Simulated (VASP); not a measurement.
Write the native input for VASP 6.6.1 that does the following.

```yaml
Task: single point
Functional: r2SCAN
Potentials_or_basis: VASP PAW PBE potentials, release 64 (Al, Cu)
Cutoff: 520 eV
k_mesh: 14 × 14 × 6, shifted
Occupations: gaussian, width 0.1 eV
Spin: no spin polarisation
Dipole_correction: no
Further_INCAR_settings: ALGO = Normal; EDIFF = 1e-06; NBANDS = 18
```

Al3Cu:

```
Al Cu
1.0
     2.77841    0.00000    0.00000
     0.00000    2.77841    0.00000
     0.00000    0.00000    7.51340
Al Cu
3 1
Direct
  0.00000 0.00000 0.50000
  0.50000 0.50000 0.22612
  0.50000 0.50000 0.77388
  0.00000 0.00000 0.00000
```

One way to write it, as run:

POSCAR

```
Al3Cu
1.0
    2.7784054294      0.0000000000      0.0000000000
    0.0000000000      2.7784054294      0.0000000000
    0.0000000000      0.0000000000      7.5134034100
Al Cu
3 1
Direct
    0.0000000000      0.0000000000      0.5000000000
    0.5000000000      0.5000000000      0.2261155100
    0.5000000000      0.5000000000      0.7738844900
    0.0000000000      0.0000000000      0.0000000000
```

INCAR.step1

```
SYSTEM = Al3Cu
ALGO     = Normal         ! electronic algorithm
EDIFF    = 1E-4           ! SCF threshold, eV
ENCUT    = 520            ! plane-wave cutoff, eV
GGA      = PE             ! functional
ISMEAR   = 0              ! smearing method
LASPH    = .True.         ! aspherical terms in the spheres
LCHARG   = .False.        ! write CHGCAR
LREAL    = .False.        ! projectors in reciprocal space
LWAVE    = .True.         ! write WAVECAR
NBANDS   = 18             ! bands
NELM     = 80             ! most SCF steps
PREC     = Accurate       ! precision mode
SIGMA    = 0.1            ! smearing width, eV
```

INCAR.step2

```
SYSTEM = Al3Cu
ALGO     = Normal         ! electronic algorithm
EDIFF    = 1E-6           ! SCF threshold, eV
ENCUT    = 520            ! plane-wave cutoff, eV
ISIF     = 2              ! what is computed and relaxed
ISMEAR   = 0              ! smearing method
ISTART   = 1            
LASPH    = .True.         ! aspherical terms in the spheres
LCHARG   = .False.        ! write CHGCAR
LMIXTAU  = .True.       
LREAL    = .False.        ! projectors in reciprocal space
LWAVE    = .False.        ! write WAVECAR
METAGGA  = R2SCAN         ! meta-GGA
NBANDS   = 18             ! bands
NELM     = 80             ! most SCF steps
PREC     = Accurate       ! precision mode
SIGMA    = 0.1            ! smearing width, eV
```

KPOINTS

```
Automatic mesh
0
Gamma
  14 14 6
  0.5 0.5 0.5
```

Potentials or basis: VASP PAW PBE potentials, release 64 (Al, Cu).

The run is started by

```bash
$ cat potpaw_PBE.64/Al/POTCAR potpaw_PBE.64/Cu/POTCAR > POTCAR
$ cp INCAR.step1 INCAR
$ mpirun -np 1 vasp_std > vasp.out
$ cp INCAR.step2 INCAR
$ mpirun -np 1 vasp_std > vasp.out
```

It gave:

* Pressure: 0.5 GPa
* Largest force: 0.155 eV/Å
* Band gap on the k mesh: zero (bands 10 and 11 overlap by 5.83 eV)

Caveat: the PAW data sets were made with another functional, which shifts forces and pressure a little.

Wall time 3.2 min on 1 thread of Intel(R) Xeon(R) Platinum 8259CL CPU @ 2.50GHz (Skylake/Cascade Lake) (shared host), peak memory 0.23 GiB.
